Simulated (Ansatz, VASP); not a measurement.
## SnSe2: VASP beside Ansatz

The input INCAR:

```
SYSTEM = SnSe2
PREC     = Accurate       ! precision mode
ENCUT    = 500            ! plane-wave cutoff, eV
EDIFF    = 1E-6           ! SCF threshold, eV
ISMEAR   = 0              ! smearing method
SIGMA    = 0.03           ! smearing width, eV
LREAL    = .False.        ! projectors in reciprocal space
LASPH    = .True.         ! aspherical terms in the spheres
NELM     = 120            ! most SCF steps
ALGO     = Normal         ! electronic algorithm
ISIF     = 2              ! what is computed and relaxed
LWAVE    = .False.        ! write WAVECAR
LCHARG   = .False.        ! write CHGCAR
GGA      = PE             ! functional
IVDW     = 12             ! dispersion correction
NBANDS   = 20             ! bands
GGA_COMPAT= .False.
```

The input KPOINTS:

```
Automatic mesh
0
Gamma
  12 12 6
  0 0 0
```

Contents of POSCAR:

```
SnSe2
1.0
    4.0320000000      0.0000000000      0.0000000000
   -2.0160000000      3.4918144280      0.0000000000
    0.0000000000      0.0000000000      6.9835000000
Sn Se
1 2
Direct
    0.0000000000      0.0000000000      0.0000000000
    0.3333333333      0.6666666667      0.2651331237
    0.6666666667      0.3333333333      0.7348668763
```

Input for Ansatz:

```yaml
crystal:
  lattice:
    - [4.032, 0.0, 0.0]
    - [-2.016, 3.491814428, 0.0]
    - [0.0, 0.0, 6.9835]
  atoms:
    - { symbol: Sn, position: [0.0, 0.0, 0.0] }
    - { symbol: Se, position: [0.3333333333, 0.6666666667, 0.2651331237] }
    - { symbol: Se, position: [0.6666666667, 0.3333333333, 0.7348668763] }
basis:
  ecutwfc: 420
kpoints:
  mp_grid: { grid: [12, 12, 6] }
hamiltonian:
  xc: pbe
  dispersion: d3bj
scf:
  occupations: { method: gaussian, width: 0.03 }
output:
  forces: true
  stress: true
  eigenvalues: true
```

Alike in both runs: task single point; functional PBE; dispersion D3(BJ); k mesh 12 × 12 × 6; occupations gaussian, width 0.03 eV; no spin polarisation.

|  | VASP | Ansatz |
| --- | --- | --- |
| version | VASP 6.6.1 | Ansatz 0.2.0 |
| potentials or method | VASP PAW PBE potentials, release 64 (Sn_d, Se), cutoff 500 eV | scalar-relativistic, plane waves, PAW |
| valence electrons in the cell | 26 | 46 |

Ansatz gave:

* gap on the k mesh at the Fermi level (eV): none
* pressure (GPa): -8.9
* traceless stress, the component that is largest in VASP (GPa): -3.46
* rms of the force components (eV/Å): 0.814

Which values does VASP return?

gap on the k mesh at the Fermi level (eV): none; pressure (GPa): -8.9; traceless stress, the component that is largest in VASP (GPa): -3.45; rms of the force components (eV/Å): 0.812.

Atom by atom the forces differ by 0.002 eV/Å (rms over components). A gap of «none» marks a metal or a gap that the smearing closes. VASP's potentials hold 26 valence electrons a cell and Ansatz's 46, so a difference there can come from the potentials and not from the codes.
